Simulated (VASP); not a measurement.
# NbAs (I4_1md) in VASP: a series of runs, part 2 of 2

VASP 6.6.1. Earlier steps stand in the parts before.

## 5. Single point, PBEsol+D4

This run uses another cell than the first one, of 16.93 Å³/atom.

The input, INCAR:

```
SYSTEM = NbAs
ALGO = Normal ; EDIFF = 1E-6
ENCUT = 520 ; GGA = PS
ISIF = 2 ; ISMEAR = -1
IVDW = 13 ; LASPH = .True.
LCHARG = .False. ; LREAL = .False.
LWAVE = .False. ; NBANDS = 26
NELM = 100 ; PREC = Accurate
SIGMA = 0.05
```

The input, KPOINTS:

```
k-points
0
Gamma
  11 11 11
  0 0 0
```

The input, POSCAR:

```
NbAs
1.0
   -1.7138557590      1.7138557590      5.7625433580
    1.7138557590     -1.7138557590      5.7625433580
    1.7138557590      1.7138557590     -5.7625433580
Nb As
2 2
Direct
    0.4986357500     -0.0013642500      0.5000000000
    0.7486357500      0.7486357500      0.0000000000
    0.9173642500      0.4173642500      0.5000000000
    0.1673642500      0.1673642500      0.0000000000
```

Potentials or basis: VASP PAW PBE potentials, release 64 (Nb_sv, As).

Run with:

```console
$ cat potpaw_PBE.64/Nb_sv/POTCAR potpaw_PBE.64/As/POTCAR > POTCAR
$ mpirun -np 1 vasp_std > vasp.out
```

OUTCAR:

```text
SYSTEM = NbAs
   EDIFF = 1E-6
   ENCUT = 520
   GGA = PS
   ISIF = 2
   ISMEAR = -1
   IVDW = 13
   LASPH = .True.
   LREAL = .False.
   NELM = 100
   PREC = Accurate

 ion  position               nearest neighbor table
   1  0.499  0.999  0.500-   4 2.59   4 2.59   3 2.60   3 2.60   3 2.60   3 2.60
   2  0.749  0.749  0.000-   3 2.59   3 2.59   4 2.60   4 2.60   4 2.60   4 2.60
   3  0.917  0.417  0.500-   2 2.59   2 2.59   1 2.60   1 2.60   1 2.60   1 2.60
   4  0.167  0.167  0.000-   1 2.59   1 2.59   2 2.60   2 2.60   2 2.60   2 2.60

  LATTYP: Found a body centered tetragonal cell.
 ALAT       =     3.4277115180
 C/A-ratio  =     3.3623269215

  Lattice vectors:

 A1 = (  -1.7138557590,   1.7138557590,   5.7625433580)
 A2 = (   1.7138557590,  -1.7138557590,   5.7625433580)
 A3 = (   1.7138557590,   1.7138557590,  -5.7625433580)

Analysis of symmetry for initial positions (statically):
=====================================================================
 Subroutine PRICEL returns:
 Original cell was already a primitive cell.

 Routine SETGRP: Setting up the symmetry group for a
 body centered tetragonal supercell.

 Subroutine GETGRP returns: Found  8 space group operations
 (whereof  4 operations were pure point group operations)
 out of a pool of 16 trial point group operations.

The static configuration has the point symmetry C_2v.
 The point group associated with its full space group is C_4v.

Analysis of symmetry for dynamics (positions and initial velocities):
=====================================================================
 Subroutine PRICEL returns:
 Original cell was already a primitive cell.

 Routine SETGRP: Setting up the symmetry group for a
 body centered tetragonal supercell.

 Subroutine GETGRP returns: Found  8 space group operations
 (whereof  4 operations were pure point group operations)
 out of a pool of 16 trial point group operations.

The dynamic configuration has the point symmetry C_2v.
 The point group associated with its full space group is C_4v.

 Subroutine INISYM returns: Found  8 space group operations
[... 122 lines left out ...]
  volume/ion in A,a.u.               =      16.93       114.22
  Fermi-wavevector in a.u.,A,eV,Ry     =   1.326279  2.506303 23.932850  1.759015
  Thomas-Fermi vector in A             =   2.455677
   LORBIT       =      0    0 simple, 1 ext, 2 COOP (PROOUT), +10 PAW based schemes
   GGA     = PS    functional components
   LHFCALC =     F    Hartree Fock is set to
   AEXX    =    0.0000 exact exchange contribution
   IVDW    =    13    specifies the selected vdW correction
   LEPSILON=     F    determine dielectric tensor
   LRPA    =     F    only Hartree local field effects (RPA)
 non-spin polarized calculation
  energy-cutoff  :      520.00
  volume of cell :       67.71
 maximum number of plane-waves:      1841
   NGX = 23   NGY = 23   NGZ = 23

 number of electron      36.0000001 magnetization

 Free energy of the ion-electron system (eV)
  ---------------------------------------------------
  ext. energy  EPLUGINS =         0.00000000
  ---------------------------------------------------
  free energy    TOTEN  =       -35.11631036 eV

  energy without entropy =      -35.11050708  energy(sigma->0) =      -35.11340872

 E-fermi :   9.8539     XC(G=0): -12.0976

 val. band max:        9.8234973244   @ k =  -0.0909   0.4545   0.0909
 cond. band min:       9.8883169923   @ k =  -0.1818   0.2727   0.1818
 fundamental gap:      0.0648196678
 Fermi energy:         9.8539340286

 k-point     1 :       0.0000    0.0000    0.0000
  band No.  band energies     occupation
      1     -45.0982      2.00000
      2     -45.0643      2.00000
      3     -21.3755      2.00000
      4     -21.2478      2.00000
      5     -21.2478      2.00000
      6     -21.0866      2.00000
[... 685 lines left out ...]
     25      13.7836      0.00000
     26      15.2592      0.00000

 [... further k-points ...]

------------------------ aborting loop because EDIFF is reached ----------------------------------------

  DFT-D4 for vdW energy calculation

  Edisp (eV):   -1.03921

  FORCE on cell =-STRESS in cart. coord.  units (eV):
  Direction    XX          YY          ZZ          XY          YZ          ZX
  --------------------------------------------------------------------------------------
  -------------------------------------------------------------------------------------
  Total       0.08142     0.08142     0.04667     0.00000     0.00000     0.00000
  in kB       1.92675     1.92675     1.10447     0.00000     0.00000     0.00000
  external pressure =        1.65 kB  Pullay stress =        0.00 kB

 VOLUME and BASIS-vectors are now :
 -----------------------------------------------------------------------------
  energy-cutoff  :      520.00
  volume of cell :       67.71
      direct lattice vectors                 reciprocal lattice vectors
    -1.713855759  1.713855759  5.762543358     0.000000000  0.291739837  0.086767243
     1.713855759 -1.713855759  5.762543358     0.291739837  0.000000000  0.086767243
     1.713855759  1.713855759 -5.762543358     0.291739837  0.291739837  0.000000000

 POSITION                                       TOTAL-FORCE (eV/Angst)
 -----------------------------------------------------------------------------------
      1.71386      0.00000      5.74682        -0.000000      0.000000     -0.001342
      0.00000      0.00000      8.62809         0.000000     -0.000000     -0.001342
      0.00000      1.71386      4.81016         0.000000      0.000000      0.001342
      0.00000      0.00000      1.92889        -0.000000     -0.000000      0.001342
 -----------------------------------------------------------------------------------
    total drift:                                0.000000      0.000000     -0.000229

  FREE ENERGIE OF THE ION-ELECTRON SYSTEM (eV)
  ---------------------------------------------------
  free  energy   TOTEN  =       -36.1555204370 eV

  energy  without entropy=      -36.1497171584  energy(sigma->0) =      -36.15261880
```

OSZICAR:

```text
N       E                     dE             d eps       ncg     rms          rms(c)
DAV:   1     0.355521555740E+03    0.35552E+03   -0.18983E+04  6552   0.137E+03
DAV:   2    -0.675628962772E+01   -0.36228E+03   -0.35161E+03  7780   0.503E+02
DAV:   3    -0.351603775030E+02   -0.28404E+02   -0.27899E+02 11944   0.106E+02
DAV:   4    -0.370446873118E+02   -0.18843E+01   -0.18730E+01  9848   0.220E+01
DAV:   5    -0.371016187315E+02   -0.56931E-01   -0.56878E-01 11094   0.415E+00    0.117E+01
DAV:   6    -0.351491029659E+02    0.19525E+01   -0.63920E+00 10040   0.180E+01    0.339E+00
DAV:   7    -0.351298518829E+02    0.19251E-01   -0.43508E-01  9622   0.370E+00    0.203E+00
DAV:   8    -0.351161004974E+02    0.13751E-01   -0.65769E-02 10070   0.155E+00    0.386E-01
DAV:   9    -0.351162219254E+02   -0.12143E-03   -0.44802E-03 10210   0.454E-01    0.228E-01
DAV:  10    -0.351163261834E+02   -0.10426E-03   -0.11036E-03  8372   0.298E-01    0.326E-02
DAV:  11    -0.351163131804E+02    0.13003E-04   -0.64559E-05 10338   0.622E-02    0.149E-02
DAV:  12    -0.351163105727E+02    0.26077E-05   -0.37710E-06  8208   0.211E-02    0.450E-03
DAV:  13    -0.351163103563E+02    0.21640E-06   -0.20171E-07  4628   0.465E-03
   1 F= -.36155520E+02 E0= -.36152619E+02  d E =-.580328E-02
```

stdout:

```text
POSCAR found type information on POSCAR NbAs
 POSCAR found :  2 types and       4 ions
 scaLAPACK will be used
 -----------------------------------------------------------------------------
|                                                                             |
|                                                                             |
|     You enforced a specific xc type in the INCAR file but a different       |
|     I HOPE YOU KNOW WHAT YOU ARE DOING!                                     |
|                                                                             |
 -----------------------------------------------------------------------------

 LDA part: xc-table for (Slater+PW92), standard interpolation
 POSCAR, INCAR and KPOINTS ok, starting setup
 FFT: planning ... GRIDC
 FFT: planning ... GRID_SOFT
 FFT: planning ... GRID
 WAVECAR not read
 entering main loop
```

Wall time 14 min (1 thread of Intel Xeon 8259CL, shared host); peak memory 0.45 GiB.

What came out:

```
Free energy                : -36.1555 eV
Pressure                   : 0.2 GPa
Band gap on the k mesh     : 0.06 eV (least direct gap 0.10 eV)
Dispersion energy per atom : -0.260 eV
```

Caveat: the PAW data sets were made with another functional, which shifts forces and pressure a little; an odd mesh through Γ misses points on the zone boundary, where band edges can lie.

## 6. Overview

```tsv
level	cell	gap on the mesh (eV)	pressure (GPa)	largest force (eV/Å)
r2SCAN	a = 6.287 Å, angles 148.4, 148.4, 45.4°, 4 atoms, atomic positions A	none	5.7	0.31
RPBE+D3(BJ)	a = 5.777 Å, angles 146.5, 146.5, 48.0°, 4 atoms, atomic positions B	none	0.1	-
PBEsol+D3(BJ)	a = 6.197 Å, angles 148.1, 148.1, 45.8°, 4 atoms, atomic positions C	0.04	0.2	0.01
PBEsol+D4	a = 6.252 Å, angles 148.2, 148.2, 45.6°, 4 atoms, atomic positions C	0.06	0.2	-
```

Alike in all rows: task single point; potentials or basis VASP PAW PBE potentials, release 64 (Nb_sv, As); no spin polarisation; k mesh 11 × 11 × 11; cutoff (eV) 520; smearing fermi-dirac 0.05 eV.

Caveats: the PAW data sets were made with another functional, which shifts forces and pressure a little; an odd mesh through Γ misses points on the zone boundary, where band edges can lie (at least some runs); the cell stands under pressure (at least some runs).

Total energies depend on the potentials used, so only differences within one code and one set of settings carry meaning.
